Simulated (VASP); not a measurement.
# PbS in VASP: a series of runs

Runs on PbS. Level: PBE. Tasks: single point.

Program: VASP 6.6.1. These are calculated values, not measurements. Logs are shortened: lines on timing, memory, paths and dates and some standing lists are left out, and cuts for length are marked.

**1. The cell of the first run**

The typed cell holds 2 atoms: a = 4.208 Å, b = 4.222 Å, c = 4.212 Å, α = 60.17°, β = 60.51°, γ = 59.34°.

**2. Single point, PBE (strained and its atoms moved)**

INCAR

```
SYSTEM = PbS
  ALGO = Normal
  EDIFF = 1E-6
  ENCUT = 520
  GGA = PE
  ISIF = 2
  ISMEAR = 0
  LASPH = .TRUE.
  LCHARG = .FALSE.
  LREAL = .FALSE.
  LWAVE = .FALSE.
  NBANDS = 17
  NELM = 80
  PREC = Accurate
  SIGMA = 0.02
```

KPOINTS

```
k-points
0
G
  9 9 9
  0 0 0
```

POSCAR

```
PbS
1.0
    2.0796250765      1.2463931496      3.4394348908
   -2.0934310845      1.2379002496      3.4508855173
   -0.0142580712     -2.4431810768      3.4306330315
Pb S
1 1
Direct
    1.0024684292      0.9692449368      0.9448153449
    0.4531329008      0.4863563932      0.5107859851
```

Potentials or basis: VASP PAW PBE potentials, release 64 (Pb_d, S).

The run is started by

```bash
$ cat potpaw_PBE.64/Pb_d/POTCAR potpaw_PBE.64/S/POTCAR > POTCAR
$ mpirun -np 1 vasp_std > vasp.out
```

OUTCAR:

```text
SYSTEM = PbS
   EDIFF = 1E-6
   ENCUT = 520
   GGA = PE
   ISIF = 2
   ISMEAR = 0
   LASPH = .TRUE.
   LREAL = .FALSE.
   NELM = 80
   PREC = Accurate

 ion  position               nearest neighbor table
   1  0.002  0.969  0.945-   2 2.73   2 2.91   2 2.92   2 3.02   2 3.12   2 3.22
   2  0.453  0.486  0.511-   1 2.73   1 2.91   1 2.92   1 3.02   1 3.12   1 3.22

  LATTYP: Found a triclinic cell.
 ALAT       =     4.2080932393
 B/A-ratio  =     1.4307551138
 C/A-ratio  =     0.9916796696
 COS(alpha) =     0.0001639575
 COS(beta)  =     0.4925537244
 COS(gamma) =     0.7121078541

  Lattice vectors:

 A1 = (  -2.0796250765,  -1.2463931496,  -3.4394348908)
 A2 = (  -0.0004520632,  -4.9274744760,  -3.4596873766)
 A3 = (  -4.1730561610,  -0.0084929000,   0.0114506265)

Analysis of symmetry for initial positions (statically):
=====================================================================
 Subroutine PRICEL returns:
 Original cell was already a primitive cell.

 Routine SETGRP: Setting up the symmetry group for a
 triclinic supercell.

 Subroutine GETGRP returns: Found  1 space group operations
 (whereof  1 operations were pure point group operations)
 out of a pool of  2 trial point group operations.

The static configuration has the point symmetry C_1 .

Analysis of symmetry for dynamics (positions and initial velocities):
=====================================================================
 Subroutine PRICEL returns:
 Original cell was already a primitive cell.

 Routine SETGRP: Setting up the symmetry group for a
 triclinic supercell.

 Subroutine GETGRP returns: Found  1 space group operations
 (whereof  1 operations were pure point group operations)
 out of a pool of  2 trial point group operations.

The dynamic configuration has the point symmetry C_1 .

 Subroutine INISYM returns: Found  1 space group operations
 (whereof  1 operations are pure point group operations),
 and found     1 'primitive' translations

----------------------------------------------------------------------------------------

                                     Primitive cell

  volume of cell :      52.9075

  direct lattice vectors                    reciprocal lattice vectors
     2.079625077  1.246393150  3.439434891     0.239624337  0.134812524  0.097004835
    -2.093431085  1.237900250  3.450885517    -0.239646264  0.135774191  0.095697802
    -0.014258071 -2.443181077  3.430633032     0.000821864 -0.271734132  0.097974930

  length of vectors
     4.208093239  4.221784171  4.211719371     0.291554759  0.291587091  0.288858444

  position of ions in fractional coordinates (direct lattice)
     0.002468429  0.969244937  0.944815345
     0.453132901  0.486356393  0.510785985

  ion indices of the primitive-cell ions
   primitive index   ion index
                 1           1
                 2           2

----------------------------------------------------------------------------------------

 KPOINTS: k-points

Automatic generation of k-mesh.
 Grid dimensions read from file:
 generate k-points for:    9    9    9

 Generating k-lattice:

  Cartesian coordinates                     Fractional coordinates (reciprocal lattice)
     0.026624926  0.014979169  0.010778315     0.111111111  0.000000000 -0.000000000
    -0.026627363  0.015086021  0.010633089     0.000000000  0.111111111  0.000000000
     0.000091318 -0.030192681  0.010886103    -0.000000000 -0.000000000  0.111111111

  Length of vectors
     0.032394973  0.032398566  0.032095383

  Shift w.r.t. Gamma in fractional coordinates (k-lattice)
     0.000000000  0.000000000  0.000000000

 Subroutine IBZKPT returns following result:
 ===========================================

 Found    365 irreducible k-points:

 Following reciprocal coordinates:
            Coordinates               Weight
  0.000000  0.000000  0.000000      1.000000
  0.111111  0.000000  0.000000      2.000000
  0.222222  0.000000  0.000000      2.000000
  0.333333  0.000000 -0.000000      2.000000
  0.444444  0.000000  0.000000      2.000000
  0.000000  0.111111 -0.000000      2.000000
[... 16 lines left out ...]
 -0.111111  0.222222  0.000000      2.000000
  0.000000  0.333333  0.000000      2.000000
 [... further k-points ...]
   k-points           NKPTS =    365   k-points in BZ     NKDIM =    365   number of bands    NBANDS=     17
   number of dos      NEDOS =    301   number of ions     NIONS =      2
   total plane-waves  NPLWV =  32768
   dimension x,y,z NGX =    32 NGY =   32 NGZ =   32
   dimension x,y,z NGXF=    64 NGYF=   64 NGZF=   64
   ions per type =               1   1
   NGX,Y,Z   is equivalent  to a cutoff of  12.64, 12.60, 12.63 a.u.
   NGXF,Y,Z  is equivalent  to a cutoff of  25.28, 25.20, 25.26 a.u.
 SYSTEM =  PbS
   PREC   = accura    normal or accurate (medium, high low for compatibility)
   ISTART =      0    job   : 0-new  1-cont  2-samecut
   ICHARG =      2    charge: 1-file 2-atom 10-const
   ISPIN  =      1    spin polarized calculation?
   LNONCOLLINEAR =      F non collinear calculations
   LSORBIT =      F    spin-orbit coupling
   LASPH  =      T    aspherical Exc in radial PAW
   ENCUT  =  520.0 eV  38.22 Ry    6.18 a.u.   7.82  7.85  7.83*2*pi/ulx,y,z
   NELM   =     80;   NELMIN=  2; NELMDL= -5     # of ELM steps
   EDIFF  = 0.1E-05   stopping-criterion for ELM
   LREAL  =      F    real-space projection
   EDIFFG = 0.1E-04   stopping-criterion for IOM
   NSW    =      0    number of steps for IOM
   IBRION =     -1    ionic relax: 0-MD 1-quasi-New 2-CG
   NFREE  =      0    steps in history (QN), initial steepest desc. (CG)
   ISIF   =      2    stress and relaxation
   ISYM   =      2    0-nonsym 1-usesym 2-fastsym
   POTIM  = 0.5000    time-step for ionic-motion
   TEBEG  =    0.0;   TEEND  =   0.0 temperature during run
   PSTRESS=    0.0 pullay stress
   NELECT =      20.0000    total number of electrons
   NUPDOWN=      -1.0000    fix difference up-down
   EMIN   =  10.00;   EMAX   =-10.00  energy-range for DOS
   EFERMI =   0.00;   METHOD = LEGACY
   ISMEAR =     0;   SIGMA  =   0.02  broadening in eV -4-tet -1-fermi 0-gaus
   EFERMI_NEDOS =   21; number of points for ismear=-14 and -15
   IALGO  =     38    algorithm
   IMIX   =      4    mixing-type and parameters
     AMIX     =   0.40;   BMIX     =  1.00
     AMIX_MAG =   1.60;   BMIX_MAG =  1.00
  volume/ion in A,a.u.               =      26.45       178.52
  Fermi-wavevector in a.u.,A,eV,Ry     =   1.183711  2.236890 19.064110  1.401173
  Thomas-Fermi vector in A             =   2.319940
   LORBIT       =      0    0 simple, 1 ext, 2 COOP (PROOUT), +10 PAW based schemes
   GGA     = PE    functional components
   LHFCALC =     F    Hartree Fock is set to
   AEXX    =    0.0000 exact exchange contribution
   IVDW    =     0    specifies the selected vdW correction
   LEPSILON=     F    determine dielectric tensor
   LRPA    =     F    only Hartree local field effects (RPA)
 non-spin polarized calculation
 Gauss-broadening in eV      SIGMA  =   0.02
  energy-cutoff  :      520.00
  volume of cell :       52.91
 maximum number of plane-waves:      1437
   NGX = 15   NGY = 15   NGZ = 15

 number of electron      19.9999999 magnetization

 Free energy of the ion-electron system (eV)
  ---------------------------------------------------
  ext. energy  EPLUGINS =         0.00000000
  ---------------------------------------------------
  free energy    TOTEN  =        -8.73055573 eV

  energy without entropy =       -8.73055573  energy(sigma->0) =       -8.73055573

 E-fermi :   5.5249     XC(G=0):  -9.5998

 val. band max:        5.4233608738   @ k =   0.0000   0.4444   0.0000
 cond. band min:       6.3359554477   @ k =   0.0000   0.4444   0.0000
 fundamental gap:      0.9125945739
 Fermi energy:         5.5249414801

 k-point     1 :       0.0000    0.0000    0.0000
  band No.  band energies     occupation
      1     -11.1352      2.00000
      2     -11.1265      2.00000
      3     -11.1228      2.00000
      4     -11.1184      2.00000
      5     -11.1127      2.00000
      6      -7.9235      2.00000
[... 9 lines left out ...]
     16      12.8759      0.00000
     17      14.3568      0.00000

 k-point     2 :       0.1111    0.0000    0.0000
  band No.  band energies     occupation
      1     -11.1333      2.00000
      2     -11.1269      2.00000
      3     -11.1224      2.00000
      4     -11.1168      2.00000
      5     -11.1128      2.00000
      6      -7.8193      2.00000
[... 9 lines left out ...]
     16      12.9357      0.00000
     17      15.2687      0.00000

 k-point     3 :       0.2222    0.0000    0.0000
  band No.  band energies     occupation
      1     -11.1368      2.00000
      2     -11.1314      2.00000
      3     -11.1271      2.00000
      4     -11.1076      2.00000
      5     -11.1014      2.00000
      6      -7.5256      2.00000
[... 9 lines left out ...]
     16      13.4195      0.00000
     17      16.9380      0.00000

 k-point     4 :       0.3333    0.0000   -0.0000
  band No.  band energies     occupation
      1     -11.1471      2.00000
      2     -11.1415      2.00000
      3     -11.1262      2.00000
      4     -11.0950      2.00000
      5     -11.0854      2.00000
      6      -7.1159      2.00000
[... 9 lines left out ...]
     16      14.4221      0.00000
     17      17.9255      0.00000

 k-point     5 :       0.4444    0.0000    0.0000
  band No.  band energies     occupation
      1     -11.1548      2.00000
      2     -11.1477      2.00000
      3     -11.1260      2.00000
      4     -11.0862      2.00000
      5     -11.0747      2.00000
      6      -6.7732      2.00000
[... 9 lines left out ...]
     16      15.5951      0.00000
     17      16.6755      0.00000

 k-point     6 :       0.0000    0.1111   -0.0000
  band No.  band energies     occupation
      1     -11.1344      2.00000
      2     -11.1276      2.00000
      3     -11.1207      2.00000
      4     -11.1171      2.00000
      5     -11.1128      2.00000
      6      -7.8166      2.00000
[... 9 lines left out ...]
     16      12.9385      0.00000
     17      15.2443      0.00000

 k-point     7 :       0.1111    0.1111    0.0000
  band No.  band energies     occupation
      1     -11.1375      2.00000
      2     -11.1292      2.00000
      3     -11.1209      2.00000
      4     -11.1161      2.00000
      5     -11.1097      2.00000
      6      -7.7878      2.00000
[... 9 lines left out ...]
     16      13.4933      0.00000
     17      15.1347      0.00000

 k-point     8 :       0.2222    0.1111    0.0000
  band No.  band energies     occupation
      1     -11.1488      2.00000
      2     -11.1270      2.00000
      3     -11.1189      2.00000
      4     -11.1123      2.00000
      5     -11.1032      2.00000
      6      -7.5612      2.00000
[... 9 lines left out ...]
     16      13.9792      0.00000
     17      16.0760      0.00000
[... 203 lines left out ...]
      1     -11.2009      2.00000
      2     -11.1261      2.00000
      3     -11.1145      2.00000
      4     -11.0939      2.00000
      5     -11.0808      2.00000
      6      -6.7351      2.00000
[... 9 lines left out ...]
     16      16.3644      0.00000
     17      16.9012      0.00000

 k-point    20 :      -0.4444    0.2222    0.0000
  band No.  band energies     occupation
      1     -11.1965      2.00000
      2     -11.1287      2.00000
      3     -11.1123      2.00000
      4     -11.0922      2.00000
      5     -11.0821      2.00000
      6      -6.5128      2.00000
[... 9 lines left out ...]
     16      15.7303      0.00000
     17      17.1929      0.00000

 k-point    21 :      -0.3333    0.2222    0.0000
  band No.  band energies     occupation
      1     -11.1817      2.00000
      2     -11.1326      2.00000
      3     -11.1150      2.00000
      4     -11.0915      2.00000
      5     -11.0860      2.00000
      6      -6.6046      2.00000
[... 9 lines left out ...]
     16      15.0441      0.00000
     17      17.0017      0.00000

 k-point    22 :      -0.2222    0.2222    0.0000
  band No.  band energies     occupation
      1     -11.1632      2.00000
      2     -11.1325      2.00000
      3     -11.1223      2.00000
      4     -11.1026      2.00000
      5     -11.0826      2.00000
      6      -6.9366      2.00000
[... 9 lines left out ...]
     16      15.5535      0.00000
     17      16.3059      0.00000

 k-point    23 :      -0.1111    0.2222    0.0000
  band No.  band energies     occupation
      1     -11.1486      2.00000
      2     -11.1315      2.00000
      3     -11.1256      2.00000
      4     -11.1083      2.00000
      5     -11.0883      2.00000
      6      -7.2886      2.00000
[... 9 lines left out ...]
     16      14.6749      0.00000
     17      15.9716      0.00000

 k-point    24 :       0.0000    0.3333    0.0000
  band No.  band energies     occupation
      1     -11.1553      2.00000
      2     -11.1389      2.00000
      3     -11.1220      2.00000
      4     -11.0955      2.00000
      5     -11.0851      2.00000
      6      -7.0897      2.00000
[... 9 lines left out ...]
     16      14.4088      0.00000
     17      17.8326      0.00000

 [... further k-points ...]

------------------------ aborting loop because EDIFF is reached ----------------------------------------

  FORCE on cell =-STRESS in cart. coord.  units (eV):
  Direction    XX          YY          ZZ          XY          YZ          ZX
  --------------------------------------------------------------------------------------
  -------------------------------------------------------------------------------------
  Total        1.1411190      0.5278903      0.7970085      0.1771010     -0.4164920     -0.1960794
  in kB       34.5560769     15.9859030     24.1355097      5.3630835    -12.6124718     -5.9377987
  external PRESSURE =      24.8924965 kB  Pullay stress =       0.0000000 kB

 VOLUME and BASIS-vectors are now :
 -----------------------------------------------------------------------------
  energy-cutoff  :      520.00
  volume of cell :       52.91
      direct lattice vectors                 reciprocal lattice vectors
     2.079625077  1.246393150  3.439434891     0.239624337  0.134812524  0.097004835
    -2.093431085  1.237900250  3.450885517    -0.239646264  0.135774191  0.095697802
    -0.014258071 -2.443181077  3.430633032     0.000821864 -0.271734132  0.097974930

 POSITION                                       TOTAL-FORCE (eV/Angst)
 -----------------------------------------------------------------------------------
     -2.03739     -1.10545      6.59456        -0.191347     -0.198506      0.177053
     -0.08309     -0.08110      4.98920         0.191347      0.198506     -0.177053
 -----------------------------------------------------------------------------------
    total drift:                               -0.000399     -0.000371      0.000324

  FREE ENERGIE OF THE ION-ELECTRON SYSTEM (eV)
  ---------------------------------------------------
  free  energy   TOTEN  =        -8.7305557338 eV

  energy  without entropy=       -8.7305557338  energy(sigma->0) =       -8.73055573
```

It took 7.4 min on 1 thread of AMD EPYC 7R43 (Zen 3), shared host; peak memory 0.37 GiB.

What came out:

```yaml
Free_energy: -8.7306 eV
Pressure: 2.5 GPa
Largest_force: 0.328 eV/Å
Band_gap_on_the_k_mesh: 0.91 eV
```

Forces on the atoms (eV/Å):
```
Pb  -0.191 -0.199  0.177
S    0.191  0.199 -0.177
```

Levels at points of the mesh, in eV from the valence-band top:
| k point | band 8 | band 9 | band 10 | band 11 | band 12 | band 13 |
| --- | --- | --- | --- | --- | --- | --- |
| (0.00, 0.00, 0.00) | -2.01 | -1.93 | -1.79 | 4.77 | 5.04 | 5.48 |

Caveat: the cell differs from its parent crystal (strained and its atoms moved); spin-orbit coupling is left out, which moves the levels of the heavy elements; an odd mesh through Γ misses points on the zone boundary, where band edges can lie.

**3. Single point, PBE (strained and its atoms moved)**

INCAR

```
ALGO = Normal ; EDIFF = 1E-6
ENCUT = 520 ; GGA = PE
ISIF = 2 ; ISMEAR = 0
LASPH = True ; LCHARG = False
LREAL = False ; LWAVE = False
NBANDS = 17 ; NELM = 60
PREC = Accurate ; SIGMA = 0.02
```

KPOINTS

```
k-points
0
Gamma
  9 9 9
```

POSCAR

```
PbS
1.0
    2.0679751338      1.3646887841      3.6828788816
   -2.1571370117      1.2454079042      3.7795965345
   -0.1478812111     -2.4732972473      3.6828991818
Pb S
1 1
Direct
    0.9837772848      0.9541338371      0.9837772848
    0.4718240452      0.5014674929      0.4718240452
```

Potentials or basis: VASP PAW PBE potentials, release 64 (Pb_d, S).

The run is started by

```bash
$ cat potpaw_PBE.64/Pb_d/POTCAR potpaw_PBE.64/S/POTCAR > POTCAR
$ mpirun -np 1 vasp_std > vasp.out
```

Wall time 5.1 min (1 thread of AMD EPYC 7R43 (Zen 3), shared host); peak memory 0.3 GiB.

It converged, with:

- Free energy: -8.6500 eV
- Pressure: -3.2 GPa
- Largest force: 0.138 eV/Å
- Band gap on the k mesh: 0.72 eV (least direct gap 0.87 eV)

Forces on the atoms (eV/Å):
```
Pb  -0.001  0.001 -0.138
S    0.001 -0.001  0.138
```

Stress tensor (GPa, compression positive):
```
-1.24 -1.92  1.78
-1.92 -3.46 -1.03
 1.78 -1.03 -4.78
```

Levels at points of the mesh, in eV from the valence-band top:
```tsv
k point	band 8	band 9	band 10	band 11	band 12	band 13
(0.00, 0.00, 0.00)	-2.04	-1.37	-1.34	4.36	4.42	5.58
```

Caveat: the cell differs from its parent crystal (strained and its atoms moved); the cell stands under tension; spin-orbit coupling is left out, which moves the levels of the heavy elements; an odd mesh through Γ misses points on the zone boundary, where band edges can lie.
